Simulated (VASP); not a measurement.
Set up this calculation in VASP 6.6.1, as the native input.

| Property | Result |
| --- | --- |
| Task | single point |
| Functional | PBE |
| Dispersion | D3(BJ) |
| Potentials or basis | VASP PAW PBE potentials, release 64 (Rb_sv, Zn, H) |
| Cutoff | 520 eV |
| k mesh | 10 × 10 × 10 |
| Occupations | fermi-dirac, width 0.15 eV |
| Spin | no spin polarisation |
| Dipole correction | no |
| Further INCAR settings | ALGO = Normal; EDIFF = 1e-06; NBANDS = 20 |

The structure of RbZnH3 lies in POSCAR:

```
RbZnH3
1.0
    3.9052000000      0.0000000000      0.0000000000
    0.0000000000      3.9052000000      0.0000000000
    0.0000000000      0.0000000000      3.9052000000
Rb Zn H
1 1 3
Direct
    0.0000000000      0.0000000000      0.0000000000
    0.5000000000      0.5000000000      0.5000000000
    0.5000000000      0.5000000000      0.0000000000
    0.5000000000      0.0000000000      0.5000000000
    0.0000000000      0.5000000000      0.5000000000
```

The input as run:

INCAR

```
  ALGO = Normal
  EDIFF = 1E-6
  ENCUT = 520
  GGA = PE
  ISIF = 2
  ISMEAR = -1
  IVDW = 12
  LASPH = T
  LCHARG = F
  LREAL = F
  LWAVE = F
  NBANDS = 20
  NELM = 60
  PREC = Accurate
  SIGMA = 0.15
```

KPOINTS

```
k-points
0
Gamma
  10 10 10
```

Potentials or basis: VASP PAW PBE potentials, release 64 (Rb_sv, Zn, H).

The run is started by

```bash
$ cat potpaw_PBE.64/Rb_sv/POTCAR potpaw_PBE.64/Zn/POTCAR potpaw_PBE.64/H/POTCAR > POTCAR
$ mpirun -np 1 vasp_std > vasp.out
```

It gave:

```json
{"Pressure": "0.2 GPa", "Band gap on the k mesh": "zero (bands 12 and 13 overlap by 1.51 eV)", "Dispersion energy per atom": "-0.165 eV"}
```

Wall time 110 s on 1 thread of Intel Xeon 8259CL, with other jobs on the host, peak memory 0.23 GiB.
